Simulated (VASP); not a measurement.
Here is a VASP 6.6.1 calculation.

File INCAR:

```
SYSTEM = Si
  ALGO = Normal
  EDIFF = 1E-6
  EDIFFG = -0.005
  ENCUT = 600
  GGA = PE
  IBRION = 2
  ISIF = 3
  ISMEAR = -1
  LASPH = .TRUE.
  LCHARG = .FALSE.
  LREAL = .FALSE.
  LWAVE = .FALSE.
  NELM = 100
  NSW = 32
  PREC = Accurate
  PSTRESS = 1300.0
  SIGMA = 0.05
```

File KPOINTS:

```
k-points
0
G
  19 19 19
  0 0 0
```

POSCAR

```
Si
1.0
    0.0000000000      1.6309437728      1.6309437728
    1.6309437728      0.0000000000      1.6309437728
    1.6309437728      1.6309437728      0.0000000000
Si
1
Direct
    0.0000000000      0.0000000000      0.0000000000
```

Potentials or basis: VASP PAW PBE potentials, release 64 (Si).

Launch:

```sh
$ cat potpaw_PBE.64/Si/POTCAR > POTCAR
$ mpirun -np 1 vasp_std > vasp.out
```

(1) Predict the relaxed volume.

(2) Estimate the band gap on the k mesh.

Answers

(1) 8.66 Å³/atom.

(2) zero (band 2 reaches 32.62 eV, above the bottom of band 3 at 14.96 eV).

Caveat: the cell is relaxed towards a set pressure, so the enthalpy falls and the energy may rise.
